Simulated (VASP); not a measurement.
A run of VASP 6.6.1 is set up as follows.

Contents of INCAR:

```
SYSTEM = ZrPb2O3
  ALGO = Normal
  EDIFF = 1E-7
  EDIFFG = -0.04
  ENCUT = 600
  GGA = PE
  IBRION = 2
  ISIF = 3
  ISMEAR = 0
  LASPH = .TRUE.
  LCHARG = .FALSE.
  LREAL = .FALSE.
  LWAVE = .FALSE.
  NELM = 100
  NSW = 90
  PREC = Accurate
  SIGMA = 0.1
```

File KPOINTS:

```
k-points
0
G
  3 3 6
  0 0 0
```

Contents of POSCAR:

```
ZrPb2O3
1.0
    6.1352231235      0.0000000000      0.0000000000
   -3.0676115617      5.3132590828      0.0000000000
    0.0000000000      0.0000000000      3.3316480973
Zr Pb O
1 2 3
Direct
    0.0000000000      0.0000000000      0.0000000000
    0.6666666667      0.3333333333      0.0000000000
    0.3333333333      0.6666666667      0.0000000000
    0.5000000000      0.5000000000      0.5000000000
    0.5000000000      0.0000000000      0.5000000000
    0.0000000000      0.5000000000      0.5000000000
```

Potentials or basis: VASP PAW PBE potentials, release 64 (Zr_sv, Pb_d, O).

Run with:

```console
$ cat potpaw_PBE.64/Zr_sv/POTCAR potpaw_PBE.64/Pb_d/POTCAR potpaw_PBE.64/O/POTCAR > POTCAR
$ mpirun -np 1 vasp_std > vasp.out
```

(1) Predict the relaxed cell.

(2) Estimate the relaxed volume.

(3) What does it give for the space group after relaxing (to 0.05 Å)?

(4) Estimate the band gap on the k mesh.

## Answers

(1) a = 6.232 Å, b = 6.232 Å, c = 3.263 Å, α = 90.00°, β = 90.00°, γ = 120.00°.

(2) 18.29 Å³/atom.

(3) P6/mmm (No. 191).

(4) zero (band 29 reaches 6.96 eV, above the bottom of band 30 at 5.75 eV).

Caveat: the k points lie up to 0.39 Å⁻¹ apart in the final cell; spin-orbit coupling is left out, which moves the levels of the heavy elements.
